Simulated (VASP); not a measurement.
# MnO (Fm-3m) in VASP: a series of runs, part 4 of 4

VASP 6.6.1. Earlier steps stand in the parts before.

**5. Relaxation of cell and atoms, PBE+D3(BJ), collinear spin, ferromagnetic start**

This run uses another cell than the first one, of 11.00 Å³/atom, 0.943 times its volume.

Input file INCAR:

```
SYSTEM = MnO
  PREC = Accurate
  ENCUT = 600
  EDIFF = 1E-7
  ISMEAR = -1
  SIGMA = 0.05
  LREAL = .FALSE.
  LASPH = .TRUE.
  NELM = 150
  ALGO = Normal
  ISIF = 3
  LWAVE = .FALSE.
  LCHARG = .FALSE.
  ISPIN = 2
  MAGMOM = 4 0
  LORBIT = 11
  LMAXMIX = 4
  GGA = PE
  IVDW = 12
  IBRION = 2
  NSW = 60
  EDIFFG = -0.01
```

Input file KPOINTS:

```
regular mesh
0
G
  10 10 10
  0 0 0
```

Input file POSCAR:

```
MnO
1.0
    0.0000000000      2.2239077028      2.2239077028
    2.2239077028      0.0000000000      2.2239077028
    2.2239077028      2.2239077028      0.0000000000
Mn O
1 1
Direct
    0.0000000000      0.0000000000      0.0000000000
    0.5000000000      0.5000000000      0.5000000000
```

Potentials or basis: VASP PAW PBE potentials, release 64 (Mn_pv, O).

Launch:

```sh
cat potpaw_PBE.64/Mn_pv/POTCAR potpaw_PBE.64/O/POTCAR > POTCAR
mpirun -np 1 vasp_std > vasp.out
```

OUTCAR:

```text
SYSTEM = MnO
   PREC = Accurate
   ENCUT = 600
   EDIFF = 1E-7
   ISMEAR = -1
   LREAL = .FALSE.
   LASPH = .TRUE.
   NELM = 150
   ISIF = 3
   ISPIN = 2
   LORBIT = 11
   GGA = PE
   IVDW = 12
   IBRION = 2
   NSW = 60
   EDIFFG = -0.01
 IVDW          = 12

 ion  position               nearest neighbor table
   1  0.000  0.000  0.000-   2 2.22   2 2.22   2 2.22   2 2.22   2 2.22   2 2.22
   2  0.500  0.500  0.500-   1 2.22   1 2.22   1 2.22   1 2.22   1 2.22   1 2.22

  LATTYP: Found a face centered cubic cell.
 ALAT       =     4.4478154056

  Lattice vectors:

 A1 = (   0.0000000000,   2.2239077028,   2.2239077028)
 A2 = (   2.2239077028,   0.0000000000,   2.2239077028)
 A3 = (   2.2239077028,   2.2239077028,   0.0000000000)

Analysis of symmetry for initial positions (statically):
=====================================================================
 Subroutine PRICEL returns:
 Original cell was already a primitive cell.

 Routine SETGRP: Setting up the symmetry group for a
 face centered cubic supercell.

 Subroutine GETGRP returns: Found 48 space group operations
 (whereof 48 operations were pure point group operations)
 out of a pool of 48 trial point group operations.

The static configuration has the point symmetry O_h .

Analysis of symmetry for dynamics (positions and initial velocities):
=====================================================================
 Subroutine PRICEL returns:
 Original cell was already a primitive cell.

 Routine SETGRP: Setting up the symmetry group for a
 face centered cubic supercell.

 Subroutine GETGRP returns: Found 48 space group operations
 (whereof 48 operations were pure point group operations)
 out of a pool of 48 trial point group operations.

The dynamic configuration has the point symmetry O_h .

Analysis of structural, dynamic, and magnetic symmetry:
=====================================================================
 Subroutine PRICEL returns:
[... 131 lines left out ...]
  Fermi-wavevector in a.u.,A,eV,Ry     =   1.559071  2.946217 33.071721  2.430703
  Thomas-Fermi vector in A             =   2.662483
   LORBIT       =     11    0 simple, 1 ext, 2 COOP (PROOUT), +10 PAW based schemes
   GGA     = PE    functional components
   LHFCALC =     F    Hartree Fock is set to
   AEXX    =    0.0000 exact exchange contribution
   IVDW    =    12    specifies the selected vdW correction
   LEPSILON=     F    determine dielectric tensor
   LRPA    =     F    only Hartree local field effects (RPA)
 conjugate gradient relaxation of ions
 spin polarized calculation
  energy-cutoff  :      600.00
  volume of cell :       22.00
 maximum number of plane-waves:       754
 NGX is ok and might be reduce to    28
   NGX = 13   NGY = 13   NGZ = 13

--------------------------------------- Ionic step        1  -------------------------------------------

 number of electron      18.9999997 magnetization       4.7923623

 Free energy of the ion-electron system (eV)
  ---------------------------------------------------
  ext. energy  EPLUGINS =         0.00000000
  ---------------------------------------------------
  free energy    TOTEN  =       -16.40809085 eV

  energy without entropy =      -16.40097002  energy(sigma->0) =      -16.40453043

------------------------ aborting loop because EDIFF is reached ----------------------------------------

 Edisp (eV)   -0.57564

 E8    (eV) :    -0.2331
[... 1858 lines left out ...]
      4     -13.6526      1.00000
      5      -0.6756      1.00000
      6       0.6008      1.00000
      7       0.7121      1.00000
      8       3.7994      0.00000
      9       4.6538      0.00000
     10       4.8415      0.00000
     11       4.9841      0.00000
     12       4.9908      0.00000
     13       7.3720      0.00000
     14      10.9413      0.00000
     15      12.7348      0.00000

 [... further k-points ...]

[... ionic steps 4 to 12 ...]

--------------------------------------- Ionic step       13  -------------------------------------------

 number of electron      18.9999995 magnetization       4.7977666

------------------------ aborting loop because EDIFF is reached ----------------------------------------
[... 75 lines left out ...]
--------------------------------------- Ionic step       15  -------------------------------------------

 number of electron      18.9999995 magnetization       4.7969665

 Free energy of the ion-electron system (eV)
  ---------------------------------------------------
  ext. energy  EPLUGINS =         0.00000000
  ---------------------------------------------------
  free energy    TOTEN  =       -16.40798734 eV

  energy without entropy =      -16.40110947  energy(sigma->0) =      -16.40454840

 E-fermi :   7.4683     XC(G=0): -11.8303

 val. band max:        7.4524225037   @ k =   0.5000   0.1000   0.0000
 cond. band min:       7.4725052812   @ k =   0.4000   0.0000   0.0000
 fundamental gap:      0.0200827775
 Fermi energy:         7.4683481764
[... 903 lines left out ...]
  FREE ENERGIE OF THE ION-ELECTRON SYSTEM (eV)
  ---------------------------------------------------
  free  energy   TOTEN  =       -17.0209604529 eV

  energy  without entropy=      -17.0140825847  energy(sigma->0) =      -17.01752152

 reached required accuracy - stopping structural energy minimisation

 total charge

# of ion       s       p       d       tot
------------------------------------------
    1        0.202   6.175   4.972  11.349
    2        1.557   3.416   0.000   4.973
--------------------------------------------------
tot          1.759   9.590   4.972  16.321

 magnetization (x)

# of ion       s       p       d       tot
------------------------------------------
    1        0.034   0.026   4.292   4.352
    2        0.030   0.175   0.000   0.205
--------------------------------------------------
tot          0.064   0.201   4.292   4.556
```

OSZICAR:

```text
N       E                     dE             d eps       ncg     rms          rms(c)
DAV:   1     0.171523517804E+03    0.17152E+03   -0.12103E+04  2828   0.164E+03
DAV:   2    -0.102562804395E+02   -0.18178E+03   -0.17156E+03  3093   0.411E+02
[... 248 lines left out ...]
DAV:   6    -0.164079803566E+02   -0.86725E-08   -0.10072E-07  2089   0.365E-03
  14 F= -.17020954E+02 E0= -.17017518E+02  d E =-.372273E-01  mag=     4.7971
       N       E                     dE             d eps       ncg     rms          rms(c)
DAV:   1    -0.164079902579E+02   -0.99100E-05   -0.52408E-05  2820   0.107E-01    0.164E-02
DAV:   2    -0.164079873799E+02    0.28779E-05   -0.69909E-06  2820   0.392E-02    0.139E-02
DAV:   3    -0.164079873369E+02    0.43017E-07   -0.68080E-07  2869   0.891E-03
  15 F= -.17020960E+02 E0= -.17017522E+02  d E =-.372334E-01  mag=     4.7970
```

CONTCAR:

```text
MnO
   1.00000000000000
     0.0000000000000000    2.2268200742642530    2.2268200742642530
     2.2268200742642530    0.0000000000000000    2.2268200742642530
     2.2268200742642530    2.2268200742642530   -0.0000000000000000
  Mn              O
     1     1
Direct
     0.0000000000000000    0.0000000000000000    0.0000000000000000
     0.5000000000000000    0.5000000000000000    0.5000000000000000

  0.00000000E+00  0.00000000E+00  0.00000000E+00
  0.00000000E+00  0.00000000E+00  0.00000000E+00
```

It took 5.5 min on 1 thread of Intel Xeon 6975P-C (Granite Rapids), shared host; peak memory 0.22 GiB.

What came out:

```
Free energy                                           : -17.0210 eV
Relaxed volume                                        : 11.04 Å³/atom
Relaxed cell                                          : a = 3.149 Å, b = 3.149 Å, c = 3.149 Å, α = 60.00°, β = 60.00°, γ = 60.00°
Space group after relaxing (to 0.05 Å)                : Fm-3m (No. 225)
Energy gained by relaxing                             : 18.6 meV/atom
Ionic steps                                           : 15
Pressure after relaxing                               : -0.1 GPa
Net moment                                            : 4.80 μB per cell
Site moments                                          : Mn +4.35; O +0.20 μB
Valence electrons inside the program's atomic spheres : Mn 11.35; O 4.97
Dispersion energy per atom                            : -0.306 eV
```

Step by step:
| step | energy change (eV) | largest force (eV/Å) | pressure (GPa) | volume (Å³) |
| --- | --- | --- | --- | --- |
| 1 | 0.0000 | 0.0000 | 272.03 | 22.00 |
| 2 | 36.2674 | 0.0000 | -92.45 | 151.10 |
| 3 | 8.1615 | 0.0000 | -28.79 | 59.45 |
| 4 | 3.6431 | 0.0000 | -29.88 | 48.95 |
| 5 | 1.4203 | 0.0000 | -26.88 | 33.70 |
| 6 | 0.4466 | 0.0000 | -21.23 | 27.43 |
| 7 | 0.1241 | 0.0000 | -14.54 | 24.62 |
| 8 | 0.0210 | 0.0000 | -10.14 | 23.28 |
| 9 | -0.0156 | 0.0000 | -7.82 | 22.63 |
| 10 | -0.0297 | 0.0000 | -6.29 | 22.31 |
| 11 | -0.0355 | 0.0000 | -5.27 | 22.16 |
| 12 | -0.0372 | 0.0000 | 2.19 | 22.08 |
| 13 | -0.0371 | 0.0000 | -2.83 | 22.10 |
| 14 | -0.0372 | 0.0000 | -0.69 | 22.09 |
| 15 | -0.0372 | 0.0000 | -0.10 | 22.08 |

Final structure:
```xyz
2
Lattice="0.0000 2.2268 2.2268 2.2268 0.0000 2.2268 2.2268 2.2268 0.0000" Properties=species:S:1:pos:R:3 pbc="T T T"
Mn    0.0000    0.0000    0.0000
O     2.2268    2.2268    2.2268
```

Caveat: a cell with one magnetic atom can't hold antiferromagnetic order, which such compounds often take; semilocal functionals often make such compounds metallic where correlation or magnetic order opens a gap, which also shifts bond lengths; pairwise dispersion overbinds metals, which lowers pressure and volume.

**6. Relaxation of cell and atoms, r2SCAN+D4, collinear spin, ferromagnetic start**

This run uses another cell than the first one, of 11.00 Å³/atom, 0.943 times its volume.

POSCAR is that of step 5.

Input file INCAR.step1:

```
SYSTEM = MnO
ALGO     = Normal         ! electronic algorithm
EDIFF    = 1E-4           ! SCF threshold, eV
ENCUT    = 600            ! plane-wave cutoff, eV
GGA      = PE             ! functional
ISMEAR   = -1             ! smearing method
ISPIN    = 2              ! spin polarisation
LASPH    = .True.         ! aspherical terms in the spheres
LCHARG   = .False.        ! write CHGCAR
LMAXMIX  = 4              ! l up to which the mixer works
LREAL    = .False.        ! projectors in reciprocal space
LWAVE    = .True.         ! write WAVECAR
MAGMOM   = 4 0            ! initial moments
NELM     = 150            ! most SCF steps
PREC     = Accurate       ! precision mode
SIGMA    = 0.05           ! smearing width, eV
```

Input file INCAR.step2:

```
SYSTEM = MnO
ALGO     = Normal         ! electronic algorithm
EDIFF    = 1E-6           ! SCF threshold, eV
EDIFFG   = -0.01          ! ionic threshold
ENCUT    = 600            ! plane-wave cutoff, eV
IBRION   = 2              ! ionic algorithm
ISIF     = 3              ! what is computed and relaxed
ISMEAR   = -1             ! smearing method
ISPIN    = 2              ! spin polarisation
ISTART   = 1            
IVDW     = 13             ! dispersion correction
LASPH    = .True.         ! aspherical terms in the spheres
LCHARG   = .False.        ! write CHGCAR
LMAXMIX  = 4              ! l up to which the mixer works
LMIXTAU  = .True.       
LORBIT   = 11             ! projections on sites
LREAL    = .False.        ! projectors in reciprocal space
LWAVE    = .False.        ! write WAVECAR
MAGMOM   = 4 0            ! initial moments
METAGGA  = R2SCAN         ! meta-GGA
NELM     = 150            ! most SCF steps
NSW      = 60             ! ionic steps
PREC     = Accurate       ! precision mode
SIGMA    = 0.05           ! smearing width, eV
VDW_A1   = 0.51559235   
VDW_A2   = 5.77342911   
VDW_S6   = 1.0          
VDW_S8   = 0.6018749
```

Input file KPOINTS:

```
k-points
0
Gamma
  10 10 10
  0 0 0
```

Potentials or basis: VASP PAW PBE potentials, release 64 (Mn_pv, O).

Launch:

```sh
cat potpaw_PBE.64/Mn_pv/POTCAR potpaw_PBE.64/O/POTCAR > POTCAR
cp INCAR.step1 INCAR
mpirun -np 1 vasp_std > vasp.out
cp INCAR.step2 INCAR
mpirun -np 1 vasp_std > vasp.out
```

It took 4.1 min on 1 thread of Intel Xeon 6975P-C (Granite Rapids), shared host; peak memory 0.21 GiB.

It converged, with:

| Item | Value |
| --- | --- |
| Free energy | -24.7291 eV |
| Relaxed volume | 10.93 Å³/atom |
| Relaxed cell | a = 3.139 Å, b = 3.139 Å, c = 3.139 Å, α = 60.00°, β = 60.00°, γ = 60.00° |
| Space group after relaxing (to 0.05 Å) | Fm-3m (No. 225) |
| Energy gained by relaxing | 0.3 meV/atom |
| Ionic steps | 4 |
| Pressure after relaxing | 0.0 GPa |
| Band gap on the k mesh | zero (filled and empty bands overlap) |
| Net moment | 5.00 μB per cell |
| Site moments | Mn +4.54; O +0.23 μB |
| Valence electrons inside the program's atomic spheres | Mn 11.35; O 5.03 |
| Dispersion energy per atom | -0.120 eV |

The path:
```
step  energy change (eV)  largest force (eV/Å)  pressure (GPa)  volume (Å³)
   1              0.0000                0.0000           -0.99        22.00
   2             -0.0006                0.0000            0.59        21.78
   3             -0.0006                0.0000            0.24        21.83
   4             -0.0006                0.0000           -0.01        21.86
```

Final structure:
```cif
data_structure
_symmetry_space_group_name_H-M 'P 1'
_symmetry_Int_Tables_number 1
_cell_length_a 3.1386
_cell_length_b 3.1386
_cell_length_c 3.1386
_cell_angle_alpha 60.000
_cell_angle_beta 60.000
_cell_angle_gamma 60.000
_cell_volume 21.86
loop_
_atom_site_label
_atom_site_type_symbol
_atom_site_fract_x
_atom_site_fract_y
_atom_site_fract_z
_atom_site_occupancy
Mn1 Mn 0.00000 0.00000 0.00000 1
O1 O 0.50000 0.50000 0.50000 1
```

Levels at points of the mesh, in eV from the Fermi level:
Spin up:
```tsv
k point	band 10	band 11	band 12	band 13	band 14	band 15
(0.00, 0.00, 0.00)	-3.68	-3.19	-3.19	-0.20	14.60	16.95
(0.50, 0.00, 0.00)	-2.31	-0.12	-0.12	3.94	8.31	12.53
(0.50, 0.50, 0.00)	-2.56	-2.56	-2.42	5.46	8.47	10.82
```
Spin down:
| k point | band 4 | band 5 | band 6 | band 7 | band 8 | band 9 | band 10 | band 11 |
| --- | --- | --- | --- | --- | --- | --- | --- | --- |
| (0.00, 0.00, 0.00) | -20.88 | -3.40 | -3.40 | -3.40 | 1.57 | 1.77 | 1.77 | 1.77 |
| (0.50, 0.00, 0.00) | -19.91 | -7.50 | -4.87 | -4.87 | 3.03 | 3.14 | 3.14 | 4.84 |
| (0.50, 0.50, 0.00) | -19.94 | -6.59 | -4.44 | -4.44 | 0.01 | 3.11 | 3.31 | 3.62 |

Caveat: the PAW data sets were made with another functional, which shifts forces and pressure a little; a cell with one magnetic atom can't hold antiferromagnetic order, which such compounds often take; semilocal functionals often make such compounds metallic where correlation or magnetic order opens a gap, which also shifts bond lengths; pairwise dispersion overbinds metals, which lowers pressure and volume. With open d or f shells a metallic result of r2SCAN can be an artefact of self-interaction; +U or a hybrid may open a gap.

**7. The runs side by side**

```tsv
task	level	cell	cutoff (eV)	gap on the mesh (eV)	pressure (GPa)	moment (μB)	relaxed volume (Å³/atom)
single point	PBEsol+D4	a = 3.207 Å, angles 60.0°, 2 atoms	520	none	-14.4	4.86	-
single point	revPBE	a = 3.207 Å, angles 60.0°, 2 atoms	520	none	-2.1	4.93	-
single point	r2SCAN+D4	a = 3.139 Å, angles 60.0°, 2 atoms	520	none	0.2	5.00	-
relaxation of cell and atoms	PBE+D3(BJ)	relaxed from a = 3.145 Å, angles 60.0°, 2 atoms	600	none	-0.1	4.80	11.04
relaxation of cell and atoms	r2SCAN+D4	relaxed from a = 3.145 Å, angles 60.0°, 2 atoms	600	none	0.0	5.00	10.93
```

Alike in all rows: potentials or basis VASP PAW PBE potentials, release 64 (Mn_pv, O); spin collinear, ferromagnetic start; k mesh 10 × 10 × 10; smearing fermi-dirac 0.05 eV.

Caveats: a cell with one magnetic atom can't hold antiferromagnetic order, which such compounds often take; semilocal functionals often make such compounds metallic where correlation or magnetic order opens a gap, which also shifts bond lengths; the PAW data sets were made with another functional, which shifts forces and pressure a little (some runs); pairwise dispersion overbinds metals, which lowers pressure and volume (some runs).

Absolute energies hang on the potentials; compare differences alone.
